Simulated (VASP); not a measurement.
# Co2O (Pnnm) in VASP: single point with r2SCAN

Aim: the single point of Co2O with r2SCAN.

All numbers are computed with VASP 6.6.1; they aren't measurements. Logs are shortened: lines on timing, memory, paths and dates and some standing lists are left out, and cuts for length are marked.

## Step 1: The cell of the first run

The structure is orthorhombic, space group Pnnm (No. 58). Conventional cell: a = 4.272 Å, b = 4.529 Å, c = 2.806 Å, α = 90.00°, β = 90.00°, γ = 90.00°. Within 2.5 Å of Co (site symmetry m) lie 3 O at 1.85 to 1.91 Å. Within 2.5 Å of O (site symmetry 2/m) lie 6 Co at 1.85 to 1.91 Å.

## Step 2: Single point, r2SCAN

The input, POSCAR:

```
Co2O
1.0
    2.8058730000      0.0000000000      0.0000000000
    0.0000000000      4.5287290000      0.0000000000
    0.0000000000      0.0000000000      4.2717900000
Co O
4 2
Direct
    0.0000000000      0.3250000000      0.2610000000
    0.5000000000      0.1750000000      0.7610000000
    0.0000000000      0.6750000000      0.7390000000
    0.5000000000      0.8250000000      0.2390000000
    0.0000000000      0.0000000000      0.0000000000
    0.5000000000      0.5000000000      0.5000000000
```

The input, INCAR.step1:

```
PREC = Accurate
ENCUT = 520
ISMEAR = -1
SIGMA = 0.1
LREAL = F
LASPH = T
NELM = 100
NBANDS = 33
GGA = PE
ALGO = Normal
EDIFF = 1E-4
LWAVE = T
LCHARG = F
```

The input, INCAR.step2:

```
PREC = Accurate
ENCUT = 520
EDIFF = 1E-7
ISMEAR = -1
SIGMA = 0.1
LREAL = F
LASPH = T
NELM = 100
ALGO = Normal
ISIF = 2
LWAVE = F
LCHARG = F
METAGGA = R2SCAN
LMIXTAU = T
NBANDS = 33
ISTART = 1
```

The input, KPOINTS:

```
regular mesh
0
Gamma
  11 7 7
```

Potentials or basis: VASP PAW PBE potentials, release 64 (Co, O).

On the command line:

```bash
$ cat potpaw_PBE.64/Co/POTCAR potpaw_PBE.64/O/POTCAR > POTCAR
$ cp INCAR.step1 INCAR
$ mpirun -np 1 vasp_std > vasp.out
$ cp INCAR.step2 INCAR
$ mpirun -np 1 vasp_std > vasp.out
```

OUTCAR:

```text
PREC = Accurate
   ENCUT = 520
   EDIFF = 1E-7
   ISMEAR = -1
   LREAL = F
   LASPH = T
   NELM = 100
   ISIF = 2
   METAGGA = R2SCAN
   ISTART = 1

 ion  position               nearest neighbor table
   1  0.000  0.325  0.261-   5 1.85   6 1.91   6 1.91   3 2.58   2 2.64   2 2.64   2 2.64   2 2.64
                             4 2.67   4 2.67   4 2.67   4 2.67   3 2.74
   2  0.500  0.175  0.761-   6 1.85   5 1.91   5 1.91   4 2.58   1 2.64   1 2.64   1 2.64   1 2.64
                             3 2.67   3 2.67   3 2.67   3 2.67   4 2.74
   3  0.000  0.675  0.739-   5 1.85   6 1.91   6 1.91   1 2.58   4 2.64   4 2.64   4 2.64   4 2.64
                             2 2.67   2 2.67   2 2.67   2 2.67   1 2.74
   4  0.500  0.825  0.239-   6 1.85   5 1.91   5 1.91   2 2.58   3 2.64   3 2.64   3 2.64   3 2.64
                             1 2.67   1 2.67   1 2.67   1 2.67   2 2.74
   5  0.000  0.000  0.000-   1 1.85   3 1.85   2 1.91   4 1.91   2 1.91   4 1.91
   6  0.500  0.500  0.500-   2 1.85   4 1.85   3 1.91   1 1.91   1 1.91   3 1.91

  LATTYP: Found a simple orthorhombic cell.
 ALAT       =     2.8058730000
 B/A-ratio  =     1.5224459553
 C/A-ratio  =     1.6140178119

  Lattice vectors:

 A1 = (  -2.8058730000,   0.0000000000,   0.0000000000)
 A2 = (   0.0000000000,   0.0000000000,   4.2717900000)
 A3 = (   0.0000000000,   4.5287290000,   0.0000000000)

Analysis of symmetry for initial positions (statically):
=====================================================================
 Subroutine PRICEL returns:
 Original cell was already a primitive cell.

 Routine SETGRP: Setting up the symmetry group for a
 simple orthorhombic supercell.

 Subroutine GETGRP returns: Found  8 space group operations
 (whereof  4 operations were pure point group operations)
 out of a pool of  8 trial point group operations.

The static configuration has the point symmetry C_2h.
 The point group associated with its full space group is D_2h.

Analysis of symmetry for dynamics (positions and initial velocities):
=====================================================================
 Subroutine PRICEL returns:
 Original cell was already a primitive cell.

 Routine SETGRP: Setting up the symmetry group for a
 simple orthorhombic supercell.

 Subroutine GETGRP returns: Found  8 space group operations
 (whereof  4 operations were pure point group operations)
 out of a pool of  8 trial point group operations.

The dynamic configuration has the point symmetry C_2h.
 The point group associated with its full space group is D_2h.

 Subroutine INISYM returns: Found  8 space group operations
 (whereof  4 operations are pure point group operations),
 and found     1 'primitive' translations

----------------------------------------------------------------------------------------

                                     Primitive cell

  volume of cell :      54.2818

  direct lattice vectors                    reciprocal lattice vectors
     2.805873000  0.000000000  0.000000000     0.356395318  0.000000000  0.000000000
     0.000000000  4.528729000  0.000000000     0.000000000  0.220812506  0.000000000
     0.000000000  0.000000000  4.271790000     0.000000000  0.000000000  0.234093904

  length of vectors
     2.805873000  4.528729000  4.271790000     0.356395318  0.220812506  0.234093904

  position of ions in fractional coordinates (direct lattice)
     0.000000000  0.325000000  0.261000000
     0.500000000  0.175000000  0.761000000
     0.000000000  0.675000000  0.739000000
     0.500000000  0.825000000  0.239000000
     0.000000000  0.000000000  0.000000000
     0.500000000  0.500000000  0.500000000

  ion indices of the primitive-cell ions
   primitive index   ion index
                 1           1
                 2           2
                 3           3
                 4           4
                 5           5
                 6           6

----------------------------------------------------------------------------------------

 KPOINTS: regular mesh

Automatic generation of k-mesh.
 Grid dimensions read from file:
 generate k-points for:   11    7    7

 Generating k-lattice:

  Cartesian coordinates                     Fractional coordinates (reciprocal lattice)
     0.032399574  0.000000000  0.000000000     0.090909091  0.000000000  0.000000000
     0.000000000  0.031544644  0.000000000     0.000000000  0.142857143  0.000000000
     0.000000000  0.000000000  0.033441986     0.000000000  0.000000000  0.142857143

  Length of vectors
     0.032399574  0.031544644  0.033441986

  Shift w.r.t. Gamma in fractional coordinates (k-lattice)
     0.000000000  0.000000000  0.000000000

 Subroutine IBZKPT returns following result:
 ===========================================

 Found     96 irreducible k-points:

 Following reciprocal coordinates:
            Coordinates               Weight
  0.000000  0.000000  0.000000      1.000000
  0.090909  0.000000  0.000000      2.000000
  0.181818  0.000000  0.000000      2.000000
  0.272727  0.000000  0.000000      2.000000
  0.363636  0.000000  0.000000      2.000000
  0.454545  0.000000  0.000000      2.000000
[... 16 lines left out ...]
  0.363636  0.428571  0.000000      4.000000
  0.454545  0.428571  0.000000      4.000000
 [... further k-points ...]
   k-points           NKPTS =     96   k-points in BZ     NKDIM =     96   number of bands    NBANDS=     33
   number of dos      NEDOS =    301   number of ions     NIONS =      6
   total plane-waves  NPLWV =  27648
   dimension x,y,z NGX =    24 NGY =   36 NGZ =   32
   dimension x,y,z NGXF=    48 NGYF=   72 NGZF=   64
   ions per type =               4   2
   NGX,Y,Z   is equivalent  to a cutoff of  14.22, 13.22, 12.45 a.u.
   NGXF,Y,Z  is equivalent  to a cutoff of  28.44, 26.43, 24.91 a.u.
 SYSTEM =  unknown system
   PREC   = accura    normal or accurate (medium, high low for compatibility)
   ISTART =      1    job   : 0-new  1-cont  2-samecut
   ICHARG =      0    charge: 1-file 2-atom 10-const
   ISPIN  =      1    spin polarized calculation?
   LNONCOLLINEAR =      F non collinear calculations
   LSORBIT =      F    spin-orbit coupling
   LASPH  =      T    aspherical Exc in radial PAW
   ENCUT  =  520.0 eV  38.22 Ry    6.18 a.u.   5.22  8.42  7.94*2*pi/ulx,y,z
   NELM   =    100;   NELMIN=  2; NELMDL=  0     # of ELM steps
   EDIFF  = 0.1E-06   stopping-criterion for ELM
   LREAL  =      F    real-space projection
   EDIFFG = 0.1E-05   stopping-criterion for IOM
   NSW    =      0    number of steps for IOM
   IBRION =     -1    ionic relax: 0-MD 1-quasi-New 2-CG
   NFREE  =      0    steps in history (QN), initial steepest desc. (CG)
   ISIF   =      2    stress and relaxation
   ISYM   =      2    0-nonsym 1-usesym 2-fastsym
   POTIM  = 0.5000    time-step for ionic-motion
   TEBEG  =    0.0;   TEEND  =   0.0 temperature during run
   PSTRESS=    0.0 pullay stress
   NELECT =      48.0000    total number of electrons
   NUPDOWN=      -1.0000    fix difference up-down
   EMIN   =  10.00;   EMAX   =-10.00  energy-range for DOS
   EFERMI =   0.00;   METHOD = LEGACY
   ISMEAR =    -1;   SIGMA  =   0.10  broadening in eV -4-tet -1-fermi 0-gaus
   EFERMI_NEDOS =   21; number of points for ismear=-14 and -15
   IALGO  =     38    algorithm
   IMIX   =      4    mixing-type and parameters
     AMIX     =   0.40;   BMIX     =  1.00
     AMIX_MAG =   1.60;   BMIX_MAG =  1.00
  volume/ion in A,a.u.               =       9.05        61.05
  Fermi-wavevector in a.u.,A,eV,Ry     =   1.571341  2.969404 33.594324  2.469113
  Thomas-Fermi vector in A             =   2.672940
   LORBIT       =      0    0 simple, 1 ext, 2 COOP (PROOUT), +10 PAW based schemes
   METAGGA = R2SCAN    functional components
   LHFCALC =     F    Hartree Fock is set to
   AEXX    =    0.0000 exact exchange contribution
   IVDW    =     0    specifies the selected vdW correction
   LEPSILON=     F    determine dielectric tensor
   LRPA    =     F    only Hartree local field effects (RPA)
 non-spin polarized calculation
  energy-cutoff  :      520.00
  volume of cell :       54.28
 maximum number of plane-waves:      1480
 NGX is ok and might be reduce to    24
   NGX = 11   NGY = 17   NGZ = 15

 number of electron      48.0000000 magnetization

 Free energy of the ion-electron system (eV)
  ---------------------------------------------------
  ext. energy  EPLUGINS =         0.00000000
  ---------------------------------------------------
  free energy    TOTEN  =       -63.68577069 eV

  energy without entropy =      -63.45169365  energy(sigma->0) =      -63.56873217

 E-fermi :  10.7816     XC(G=0): -14.3084

 val. band max:       10.7780043745   @ k =   0.2727   0.2857   0.2857
 cond. band min:      10.7818366754   @ k =   0.0000   0.0000   0.4286
 fundamental gap:      0.0038323009
 Fermi energy:        10.7816369726

 k-point     1 :       0.0000    0.0000    0.0000
  band No.  band energies     occupation
      1     -13.6940      2.00000
      2     -12.8957      2.00000
      3       0.6124      2.00000
      4       0.7003      2.00000
      5       1.6967      2.00000
      6       1.9096      2.00000
[... 25 lines left out ...]
     32      19.6340      0.00000
     33      19.6504      0.00000

 k-point     2 :       0.0909    0.0000    0.0000
  band No.  band energies     occupation
      1     -13.6463      2.00000
      2     -12.8818      2.00000
      3       0.6945      2.00000
      4       0.7779      2.00000
      5       1.5157      2.00000
      6       1.9208      2.00000
[... 25 lines left out ...]
     32      19.6704      0.00000
     33      19.8735      0.00000

 k-point     3 :       0.1818    0.0000    0.0000
  band No.  band energies     occupation
      1     -13.5137      2.00000
      2     -12.8470      2.00000
      3       0.9206      2.00000
      4       0.9887      2.00000
      5       1.0963      2.00000
      6       1.9484      2.00000
[... 25 lines left out ...]
     32      19.7131      0.00000
     33      20.1220      0.00000

 k-point     4 :       0.2727    0.0000    0.0000
  band No.  band energies     occupation
      1     -13.3254      2.00000
      2     -12.8103      2.00000
      3       0.6538      2.00000
      4       1.2335      2.00000
      5       1.2718      2.00000
      6       1.6329      2.00000
[... 25 lines left out ...]
     32      18.9698      0.00000
     33      19.7244      0.00000

 k-point     5 :       0.3636    0.0000    0.0000
  band No.  band energies     occupation
      1     -13.1235      2.00000
      2     -12.7992      2.00000
      3       0.3512      2.00000
      4       0.9779      2.00000
      5       1.5457      2.00000
      6       1.5487      2.00000
[... 604 lines left out ...]
 k-point    22 :       0.2727    0.4286    0.0000
  band No.  band energies     occupation
      1     -13.1182      2.00000
      2     -13.0034      2.00000
      3       0.4424      2.00000
      4       0.5382      2.00000
      5       1.7883      2.00000
      6       1.8788      2.00000
[... 25 lines left out ...]
     32      19.2311      0.00000
     33      19.2936      0.00000

 k-point    23 :       0.3636    0.4286    0.0000
  band No.  band energies     occupation
      1     -12.9884      2.00000
      2     -12.9161      2.00000
      3       0.1385      2.00000
      4       0.2291      2.00000
      5       1.9614      2.00000
      6       1.9795      2.00000
[... 25 lines left out ...]
     32      18.2722      0.00000
     33      19.8993      0.00000

 k-point    24 :       0.4545    0.4286    0.0000
  band No.  band energies     occupation
      1     -12.8987      2.00000
      2     -12.8740      2.00000
      3      -0.0251      2.00000
      4       0.0101      2.00000
      5       2.0428      2.00000
      6       2.0449      2.00000
[... 25 lines left out ...]
     32      17.1654      0.00000
     33      20.6282      0.00000

 [... further k-points ...]

------------------------ aborting loop because EDIFF is reached ----------------------------------------

  FORCE on cell =-STRESS in cart. coord.  units (eV):
  Direction    XX          YY          ZZ          XY          YZ          ZX
  --------------------------------------------------------------------------------------
  -------------------------------------------------------------------------------------
  Total        3.1654084      7.7244217      4.0311292      0.0000000      0.0000000      0.0000000
  in kB       93.4299467    227.9934228    118.9824922      0.0000000      0.0000000      0.0000000
  external PRESSURE =     146.8019539 kB  Pullay stress =       0.0000000 kB

 VOLUME and BASIS-vectors are now :
 -----------------------------------------------------------------------------
  energy-cutoff  :      520.00
  volume of cell :       54.28
      direct lattice vectors                 reciprocal lattice vectors
     2.805873000  0.000000000  0.000000000     0.356395318  0.000000000  0.000000000
     0.000000000  4.528729000  0.000000000     0.000000000  0.220812506  0.000000000
     0.000000000  0.000000000  4.271790000     0.000000000  0.000000000  0.234093904

 POSITION                                       TOTAL-FORCE (eV/Angst)
 -----------------------------------------------------------------------------------
      0.00000      1.47184      1.11494         0.000000     -0.147490     -0.476304
      1.40294      0.79253      3.25083         0.000000      0.147490     -0.476304
      0.00000      3.05689      3.15685         0.000000      0.147490      0.476304
      1.40294      3.73620      1.02096         0.000000     -0.147490      0.476304
      0.00000      0.00000      0.00000         0.000000      0.000000      0.000000
      1.40294      2.26436      2.13590         0.000000      0.000000      0.000000
 -----------------------------------------------------------------------------------
    total drift:                                0.000000      0.000000      0.000000

  FREE ENERGIE OF THE ION-ELECTRON SYSTEM (eV)
  ---------------------------------------------------
  free  energy   TOTEN  =       -63.6857706878 eV

  energy  without entropy=      -63.4516936528  energy(sigma->0) =      -63.56873217
```

Run time: 5.6 min. Hardware: 1 thread of Intel Xeon Platinum 8375C at 2.90GHz (Ice Lake), shared host; peak memory 0.27 GiB.

Results:

- Free energy: -63.6858 eV
- Pressure: 14.7 GPa
- Largest force: 0.499 eV/Å
- Band gap on the k mesh: zero (band 24 reaches 10.98 eV, above the bottom of band 25 at 10.60 eV)

Forces on the atoms (eV/Å):
```
Co   0.000 -0.147 -0.476
Co   0.000  0.147 -0.476
Co   0.000  0.147  0.476
Co   0.000 -0.147  0.476
O    0.000  0.000  0.000
O    0.000  0.000  0.000
```

Caveat: the PAW data sets were made with another functional, which shifts forces and pressure a little; the run has no spin polarisation, though such a crystal can be magnetic.
